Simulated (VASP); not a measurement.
# AlN (Imm2) in VASP: notebook

AlN is run at these levels: PBE; tasks: single point.

Program: VASP 6.6.1. These are calculated values, not measurements. Logs are shortened: lines on timing, memory, paths and dates and some standing lists are left out, and cuts for length are marked.

### 1 The cell of the first run

Symmetry: Imm2, No. 44, orthorhombic system. Conventional cell: a = 3.051 Å, b = 3.176 Å, c = 4.403 Å, α = 90.00°, β = 90.00°, γ = 90.00°. Al (site symmetry mm2) has 4 N at 1.88 to 1.93 Å within 2.5 Å. N (site symmetry mm2) has 4 Al at 1.88 to 1.93 Å within 2.5 Å.

### 2 Single point, PBE (strain -0.0400 x Voigt [0, 0, 0, 0, 0, 1])

File INCAR:

```
SYSTEM = AlN
PREC = Accurate
ENCUT = 520
EDIFF = 1E-6
ISMEAR = 0
SIGMA = 0.05
LREAL = .FALSE.
LASPH = .TRUE.
NELM = 60
ALGO = Normal
ISIF = 2
LWAVE = .FALSE.
LCHARG = .FALSE.
GGA = PE
NBANDS = 11
```

File KPOINTS:

```
regular mesh
0
G
  10 10 10
  0 0 0
```

File POSCAR:

```
AlN
1.0
   -0.0440317421      2.2015871044      2.2015871044
    2.2015871044     -0.0440317421      2.2015871044
    2.1575553623      2.1575553623      0.0000000000
Al N
1 1
Direct
    0.0000000000      0.0000000000      0.0000000000
    0.7500000000      0.7500000000      0.7500000000
```

Potentials or basis: VASP PAW PBE potentials, release 64 (Al, N).

Launch:

```sh
> cat potpaw_PBE.64/Al/POTCAR potpaw_PBE.64/N/POTCAR > POTCAR
> mpirun -np 1 vasp_std > vasp.out
```

OUTCAR:

```text
SYSTEM = AlN
   PREC = Accurate
   ENCUT = 520
   EDIFF = 1E-6
   ISMEAR = 0
   LREAL = .FALSE.
   LASPH = .TRUE.
   NELM = 60
   ISIF = 2
   GGA = PE

 ion  position               nearest neighbor table
   1  0.000  0.000  0.000-   2 1.88   2 1.88   2 1.93   2 1.93
   2  0.750  0.750  0.750-   1 1.88   1 1.88   1 1.93   1 1.93

  LATTYP: Found a body centered orthorhombic cell.
 ALAT       =     3.0512440549
 B/A-ratio  =     1.0408163265
 C/A-ratio  =     1.4430750637

  Lattice vectors:

 A1 = (   0.0440317421,  -2.2015871044,  -2.2015871044)
 A2 = (  -0.0440317421,   2.2015871044,  -2.2015871044)
 A3 = (   2.2015871044,  -0.0440317421,   2.2015871044)

Analysis of symmetry for initial positions (statically):
=====================================================================
 Subroutine PRICEL returns:
 Original cell was already a primitive cell.

 Routine SETGRP: Setting up the symmetry group for a
 body centered orthorhombic supercell.

 Subroutine GETGRP returns: Found  4 space group operations
 (whereof  4 operations were pure point group operations)
 out of a pool of  8 trial point group operations.

The static configuration has the point symmetry C_2v.

Analysis of symmetry for dynamics (positions and initial velocities):
=====================================================================
 Subroutine PRICEL returns:
 Original cell was already a primitive cell.

 Routine SETGRP: Setting up the symmetry group for a
 body centered orthorhombic supercell.

 Subroutine GETGRP returns: Found  4 space group operations
 (whereof  4 operations were pure point group operations)
 out of a pool of  8 trial point group operations.

The dynamic configuration has the point symmetry C_2v.

 Subroutine INISYM returns: Found  4 space group operations
 (whereof  4 operations are pure point group operations),
 and found     1 'primitive' translations

----------------------------------------------------------------------------------------

                                     Primitive cell

  volume of cell :      21.3336

  direct lattice vectors                    reciprocal lattice vectors
    -0.044031742  2.201587104  2.201587104    -0.222655773  0.222655773  0.227108888
     2.201587104 -0.044031742  2.201587104     0.222655773 -0.222655773  0.227108888
     2.157555362  2.157555362  0.000000000     0.231743764  0.231743764 -0.227108888

  length of vectors
     3.113825678  3.113825678  3.051244055     0.388239145  0.388239145  0.398733986

  position of ions in fractional coordinates (direct lattice)
     0.000000000  0.000000000  0.000000000
     0.750000000  0.750000000  0.750000000

  ion indices of the primitive-cell ions
   primitive index   ion index
                 1           1
                 2           2

----------------------------------------------------------------------------------------

 KPOINTS: regular mesh

Automatic generation of k-mesh.
 Grid dimensions read from file:
 generate k-points for:   10   10   10

 Generating k-lattice:

  Cartesian coordinates                     Fractional coordinates (reciprocal lattice)
    -0.022265577  0.022265577  0.022710889     0.100000000  0.000000000  0.000000000
     0.022265577 -0.022265577  0.022710889     0.000000000  0.100000000  0.000000000
     0.023174376  0.023174376 -0.022710889     0.000000000  0.000000000  0.100000000

  Length of vectors
     0.038823914  0.038823914  0.039873399

  Shift w.r.t. Gamma in fractional coordinates (k-lattice)
     0.000000000  0.000000000  0.000000000

 Subroutine IBZKPT returns following result:
 ===========================================

 Found    171 irreducible k-points:

 Following reciprocal coordinates:
            Coordinates               Weight
  0.000000  0.000000  0.000000      1.000000
  0.100000  0.000000  0.000000      4.000000
  0.200000  0.000000  0.000000      4.000000
  0.300000 -0.000000  0.000000      4.000000
  0.400000  0.000000  0.000000      4.000000
  0.500000  0.000000  0.000000      2.000000
[... 16 lines left out ...]
  0.300000  0.300000  0.000000      2.000000
  0.400000  0.300000  0.000000      4.000000
 [... further k-points ...]
   k-points           NKPTS =    171   k-points in BZ     NKDIM =    171   number of bands    NBANDS=     11
   number of dos      NEDOS =    301   number of ions     NIONS =      2
   total plane-waves  NPLWV =  13824
   dimension x,y,z NGX =    24 NGY =   24 NGZ =   24
   dimension x,y,z NGXF=    48 NGYF=   48 NGZF=   48
   ions per type =               1   1
   NGX,Y,Z   is equivalent  to a cutoff of  12.81, 12.81, 13.08 a.u.
   NGXF,Y,Z  is equivalent  to a cutoff of  25.63, 25.63, 26.15 a.u.
 SYSTEM =  AlN
   PREC   = accura    normal or accurate (medium, high low for compatibility)
   ISTART =      0    job   : 0-new  1-cont  2-samecut
   ICHARG =      2    charge: 1-file 2-atom 10-const
   ISPIN  =      1    spin polarized calculation?
   LNONCOLLINEAR =      F non collinear calculations
   LSORBIT =      F    spin-orbit coupling
   LASPH  =      T    aspherical Exc in radial PAW
   ENCUT  =  520.0 eV  38.22 Ry    6.18 a.u.   5.79  5.79  5.67*2*pi/ulx,y,z
   NELM   =     60;   NELMIN=  2; NELMDL= -5     # of ELM steps
   EDIFF  = 0.1E-05   stopping-criterion for ELM
   LREAL  =      F    real-space projection
   EDIFFG = 0.1E-04   stopping-criterion for IOM
   NSW    =      0    number of steps for IOM
   IBRION =     -1    ionic relax: 0-MD 1-quasi-New 2-CG
   NFREE  =      0    steps in history (QN), initial steepest desc. (CG)
   ISIF   =      2    stress and relaxation
   ISYM   =      2    0-nonsym 1-usesym 2-fastsym
   POTIM  = 0.5000    time-step for ionic-motion
   TEBEG  =    0.0;   TEEND  =   0.0 temperature during run
   PSTRESS=    0.0 pullay stress
   NELECT =       8.0000    total number of electrons
   NUPDOWN=      -1.0000    fix difference up-down
   EMIN   =  10.00;   EMAX   =-10.00  energy-range for DOS
   EFERMI =   0.00;   METHOD = LEGACY
   ISMEAR =     0;   SIGMA  =   0.05  broadening in eV -4-tet -1-fermi 0-gaus
   EFERMI_NEDOS =   21; number of points for ismear=-14 and -15
   IALGO  =     38    algorithm
   IMIX   =      4    mixing-type and parameters
     AMIX     =   0.40;   BMIX     =  1.00
     AMIX_MAG =   1.60;   BMIX_MAG =  1.00
  volume/ion in A,a.u.               =      10.67        71.98
  Fermi-wavevector in a.u.,A,eV,Ry     =   1.180548  2.230912 18.962343  1.393693
  Thomas-Fermi vector in A             =   2.316838
   LORBIT       =      0    0 simple, 1 ext, 2 COOP (PROOUT), +10 PAW based schemes
   GGA     = PE    functional components
   LHFCALC =     F    Hartree Fock is set to
   AEXX    =    0.0000 exact exchange contribution
   IVDW    =     0    specifies the selected vdW correction
   LEPSILON=     F    determine dielectric tensor
   LRPA    =     F    only Hartree local field effects (RPA)
 non-spin polarized calculation
 Gauss-broadening in eV      SIGMA  =   0.05
  energy-cutoff  :      520.00
  volume of cell :       21.33
 maximum number of plane-waves:       585
   NGX = 11   NGY = 11   NGZ = 11

 number of electron       8.0000001 magnetization

 Free energy of the ion-electron system (eV)
  ---------------------------------------------------
  ext. energy  EPLUGINS =         0.00000000
  ---------------------------------------------------
  free energy    TOTEN  =       -14.82455371 eV

  energy without entropy =      -14.82455371  energy(sigma->0) =      -14.82455371

 E-fermi :   6.1158     XC(G=0): -10.8304

 val. band max:        5.8566617112   @ k =   0.0000   0.0000   0.0000
 cond. band min:       9.0211888851   @ k =   0.5000   0.5000   0.0000
 fundamental gap:      3.1645271739
 Fermi energy:         6.1157918138

 k-point     1 :       0.0000    0.0000    0.0000
  band No.  band energies     occupation
      1      -9.0979      2.00000
      2       5.6501      2.00000
      3       5.7406      2.00000
      4       5.8567      2.00000
      5       9.7041      0.00000
      6      17.5673      0.00000
      7      18.1215      0.00000
      8      18.6060      0.00000
      9      23.2317      0.00000
     10      23.2771      0.00000
     11      24.3789      0.00000

 k-point     2 :       0.1000    0.0000    0.0000
  band No.  band energies     occupation
      1      -8.9605      2.00000
      2       4.8563      2.00000
      3       5.6698      2.00000
      4       5.8066      2.00000
      5      10.3932      0.00000
      6      17.3501      0.00000
      7      18.1309      0.00000
      8      18.7071      0.00000
      9      21.9833      0.00000
     10      22.2295      0.00000
     11      23.7983      0.00000

 k-point     3 :       0.2000    0.0000    0.0000
  band No.  band energies     occupation
      1      -8.5701      2.00000
      2       3.2643      2.00000
      3       5.5620      2.00000
      4       5.6809      2.00000
      5      11.5661      0.00000
      6      16.6988      0.00000
      7      18.0837      0.00000
      8      18.5746      0.00000
      9      21.3563      0.00000
     10      21.8453      0.00000
     11      23.0038      0.00000

 k-point     4 :       0.3000   -0.0000    0.0000
  band No.  band energies     occupation
      1      -8.0060      2.00000
      2       1.6561      2.00000
      3       5.4397      2.00000
      4       5.5355      2.00000
      5      12.4672      0.00000
      6      16.0426      0.00000
      7      17.5336      0.00000
      8      17.9373      0.00000
      9      22.2134      0.00000
     10      22.8126      0.00000
     11      22.8985      0.00000

 k-point     5 :       0.4000    0.0000    0.0000
  band No.  band energies     occupation
      1      -7.4469      2.00000
      2       0.4186      2.00000
      3       5.3479      2.00000
      4       5.4250      2.00000
      5      12.9393      0.00000
      6      15.5816      0.00000
      7      16.9904      0.00000
      8      17.3818      0.00000
      9      23.1288      0.00000
     10      23.9412      0.00000
     11      24.6420      0.00000
[... 211 lines left out ...]
 k-point    21 :      -0.3000    0.2000    0.0000
  band No.  band energies     occupation
      1      -7.3109      2.00000
      2       1.1950      2.00000
      3       3.5432      2.00000
      4       5.3502      2.00000
      5      13.5925      0.00000
      6      14.8899      0.00000
      7      17.2292      0.00000
      8      18.2821      0.00000
      9      22.3443      0.00000
     10      23.7992      0.00000
     11      26.5232      0.00000

 k-point    22 :      -0.2000    0.2000    0.0000
  band No.  band energies     occupation
      1      -7.8348      2.00000
      2       2.0231      2.00000
      3       4.0150      2.00000
      4       5.5902      2.00000
      5      13.2396      0.00000
      6      15.7535      0.00000
      7      16.8001      0.00000
      8      18.4588      0.00000
      9      21.0166      0.00000
     10      23.7630      0.00000
     11      26.5525      0.00000

 k-point    23 :       0.3000    0.3000    0.0000
  band No.  band energies     occupation
      1      -7.6030      2.00000
      2       2.2570      2.00000
      3       4.3281      2.00000
      4       4.7354      2.00000
      5      10.9692      0.00000
      6      15.3420      0.00000
      7      17.3693      0.00000
      8      19.7497      0.00000
      9      20.2386      0.00000
     10      25.9272      0.00000
     11      29.1255      0.00000

 k-point    24 :       0.4000    0.3000    0.0000
  band No.  band energies     occupation
      1      -7.1641      2.00000
      2       1.6137      2.00000
      3       3.9145      2.00000
      4       4.5817      2.00000
      5      10.6091      0.00000
      6      15.1429      0.00000
      7      17.6778      0.00000
      8      20.3103      0.00000
      9      20.4113      0.00000
     10      26.8715      0.00000
     11      28.7925      0.00000

 [... further k-points ...]
[... 5 lines left out ...]
  --------------------------------------------------------------------------------------
  -------------------------------------------------------------------------------------
  Total        0.0248967      0.0248967     -0.0062639      1.1439511      0.0000000      0.0000000
  in kB        1.8697703      1.8697703     -0.4704278     85.9120681      0.0000000      0.0000000
  external PRESSURE =       1.0897043 kB  Pullay stress =       0.0000000 kB

 VOLUME and BASIS-vectors are now :
 -----------------------------------------------------------------------------
  energy-cutoff  :      520.00
  volume of cell :       21.33
      direct lattice vectors                 reciprocal lattice vectors
    -0.044031742  2.201587104  2.201587104    -0.222655773  0.222655773  0.227108888
     2.201587104 -0.044031742  2.201587104     0.222655773 -0.222655773  0.227108888
     2.157555362  2.157555362  0.000000000     0.231743764  0.231743764 -0.227108888

 POSITION                                       TOTAL-FORCE (eV/Angst)
 -----------------------------------------------------------------------------------
      0.00000      0.00000      0.00000         0.000000      0.000000      0.322236
      3.23633      3.23633      3.30238        -0.000000     -0.000000     -0.322236
 -----------------------------------------------------------------------------------
    total drift:                               -0.000000     -0.000000     -0.000213

  FREE ENERGIE OF THE ION-ELECTRON SYSTEM (eV)
  ---------------------------------------------------
  free  energy   TOTEN  =       -14.8245537098 eV

  energy  without entropy=      -14.8245537098  energy(sigma->0) =      -14.82455371
```

It took 17 s on 1 thread of Intel Xeon Platinum 8375C at 2.90GHz (Ice Lake), shared host; peak memory 0.16 GiB.

Results:

```
Free energy            : -14.8246 eV
Pressure               : 0.1 GPa
Largest force          : 0.322 eV/Å
Band gap on the k mesh : 3.16 eV, indirect (least direct gap 3.85 eV)
```

Forces in eV/Å, atoms in the order of the input:
```
Al   0.000  0.000  0.322
N    0.000  0.000 -0.322
```

Levels at points of the mesh, in eV from the valence-band top:
```
           k point  band 1  band 2  band 3  band 4  band 5  band 6  band 7  band 8
(0.00, 0.00, 0.00)  -14.95   -0.21   -0.12    0.00    3.85   11.71   12.26   12.75
(0.50, 0.00, 0.00)  -13.05   -5.92   -0.54   -0.47    7.22    9.55   10.93   11.32
(0.50, 0.50, 0.00)  -12.37   -4.94   -2.09   -1.61    3.16    8.42   13.52   15.19
(0.00, 0.00, 0.50)  -12.90   -5.80   -0.68   -0.63    6.88    9.56   10.49   10.92
(0.50, 0.00, 0.50)  -12.36   -4.94   -1.85   -1.85    3.20    8.37   13.45   15.32
```

Caveat: the cell differs from its parent crystal (strain -0.0400 x Voigt [0, 0, 0, 0, 0, 1]).

### 3 Single point, PBE (strain +0.0300 x Voigt [0, 0, 0, 0, 0, 1])

File INCAR:

```
  PREC = Accurate
  ENCUT = 520
  EDIFF = 1E-7
  ISMEAR = 0
  SIGMA = 0.05
  LREAL = F
  LASPH = T
  NELM = 80
  ALGO = Normal
  ISIF = 2
  LWAVE = F
  LCHARG = T
  GGA = PE
  LELF = T
  LVHAR = T
  NBANDS = 11
```

File KPOINTS:

```
Automatic mesh
0
Gamma
  10 10 10
```

File POSCAR:

```
AlN
1.0
    0.0330238066      2.2015871044      2.2015871044
    2.2015871044      0.0330238066      2.2015871044
    2.2346109110      2.2346109110      0.0000000000
Al N
1 1
Direct
    0.0000000000      0.0000000000      0.0000000000
    0.7500000000      0.7500000000      0.7500000000
```

Potentials or basis: VASP PAW PBE potentials, release 64 (Al, N).

Launch:

```sh
> cat potpaw_PBE.64/Al/POTCAR potpaw_PBE.64/N/POTCAR > POTCAR
> mpirun -np 1 vasp_std > vasp.out
```

Run time: 20 s. Hardware: 1 thread of Intel Xeon Platinum 8375C at 2.90GHz (Ice Lake), shared host; peak memory 0.16 GiB.

Results (log left out):

```yaml
Free_energy: -14.8346 eV
Pressure: -0.1 GPa
Largest_force: 0.241 eV/Å
Band_gap_on_the_k_mesh: 3.21 eV, indirect (least direct gap 3.89 eV)
```

Forces in eV/Å, atoms in the order of the input:
```
Al   0.000  0.000 -0.241
N    0.000  0.000  0.241
```

Stress tensor (GPa, compression positive):
```
-0.01 -6.44  0.00
-6.44 -0.01  0.00
 0.00  0.00 -0.14
```

Levels at points of the mesh, in eV from the valence-band top:
```csv
k point,band 2,band 3,band 4,band 5,band 6,band 7
"(0.00, 0.00, 0.00)",-0.15,-0.08,0.00,3.89,11.86,12.27
"(0.50, 0.00, 0.00)",-5.79,-0.63,-0.59,6.95,9.60,10.62
"(0.50, 0.50, 0.00)",-4.91,-2.00,-1.65,3.21,8.42,13.55
"(0.00, 0.00, 0.50)",-5.88,-0.52,-0.47,7.21,9.60,10.94
"(0.50, 0.00, 0.50)",-4.91,-1.83,-1.83,3.23,8.39,13.51
```

Caveat: the cell differs from its parent crystal (strain +0.0300 x Voigt [0, 0, 0, 0, 0, 1]). A k mesh can miss the band edges.

### 4 Single point, PBE (strain -0.0200 x Voigt [0, 0, 0, 0, 0, 1])

File INCAR:

```
SYSTEM = AlN
  ALGO = Normal
  EDIFF = 1E-7
  ENCUT = 520
  GGA = PE
  ISIF = 2
  ISMEAR = 0
  LASPH = .TRUE.
  LCHARG = .FALSE.
  LREAL = .FALSE.
  LWAVE = .FALSE.
  NBANDS = 11
  NELM = 80
  PREC = Accurate
  SIGMA = 0.05
```

File KPOINTS:

```
k-points
0
G
  10 10 10
  0 0 0
```

File POSCAR:

```
AlN
1.0
   -0.0220158710      2.2015871044      2.2015871044
    2.2015871044     -0.0220158710      2.2015871044
    2.1795712334      2.1795712334      0.0000000000
Al N
1 1
Direct
    0.0000000000      0.0000000000      0.0000000000
    0.7500000000      0.7500000000      0.7500000000
```

Launch:

```sh
> cat potpaw_PBE.64/Al/POTCAR potpaw_PBE.64/N/POTCAR > POTCAR
> mpirun -np 1 vasp_std > vasp.out
```

It took 18 s on 1 thread of Intel Xeon Platinum 8375C at 2.90GHz (Ice Lake), shared host; peak memory 0.16 GiB.

It converged, with:

```
Free energy            : -14.8417 eV
Pressure               : -0.2 GPa
Largest force          : 0.160 eV/Å
Band gap on the k mesh : 3.24 eV, indirect (least direct gap 3.92 eV)
```

Forces in eV/Å, atoms in the order of the input:
```
Al   0.000  0.000  0.160
N    0.000  0.000 -0.160
```

Stress tensor (GPa, compression positive):
```
-0.17  4.29  0.00
 4.29 -0.17  0.00
 0.00  0.00 -0.23
```

Levels at points of the mesh, in eV from the valence-band top:
| k point | band 1 | band 2 | band 3 | band 4 | band 5 | band 6 | band 7 | band 8 | band 9 |
| --- | --- | --- | --- | --- | --- | --- | --- | --- | --- |
| (0.00, 0.00, 0.00) | -14.90 | -0.10 | -0.05 | 0.00 | 3.92 | 12.02 | 12.28 | 12.53 | 17.44 |
| (0.50, 0.00, 0.00) | -12.96 | -5.84 | -0.51 | -0.48 | 7.19 | 9.64 | 10.95 | 11.16 | 17.63 |
| (0.50, 0.50, 0.00) | -12.31 | -4.88 | -1.92 | -1.68 | 3.24 | 8.43 | 13.58 | 15.31 | 15.46 |
| (0.00, 0.00, 0.50) | -12.88 | -5.78 | -0.58 | -0.55 | 7.02 | 9.64 | 10.74 | 10.95 | 17.61 |
| (0.50, 0.00, 0.50) | -12.30 | -4.88 | -1.80 | -1.80 | 3.25 | 8.42 | 13.56 | 15.38 | 15.40 |

Caveat: the cell differs from its parent crystal (strain -0.0200 x Voigt [0, 0, 0, 0, 0, 1]). A k mesh can miss the band edges.

### 5 Summary

```tsv
cell	gap on the mesh (eV)	pressure (GPa)	largest force (eV/Å)
a = 3.114, b = 3.114, c = 3.051 Å, angles 60.7, 60.7, 61.3°, 2 atoms	3.16	0.1	0.32
a = 3.114, b = 3.114, c = 3.160 Å, angles 59.5, 59.5, 59.0°, 2 atoms	3.21	-0.1	0.24
a = 3.114, b = 3.114, c = 3.082 Å, angles 60.3, 60.3, 60.7°, 2 atoms	3.24	-0.2	0.16
```

Alike in all rows: task single point; level PBE; potentials or basis VASP PAW PBE potentials, release 64 (Al, N); no spin polarisation; k mesh 10 × 10 × 10; cutoff (eV) 520; smearing gaussian 0.05 eV.

Absolute energies hang on the potentials; compare differences alone.
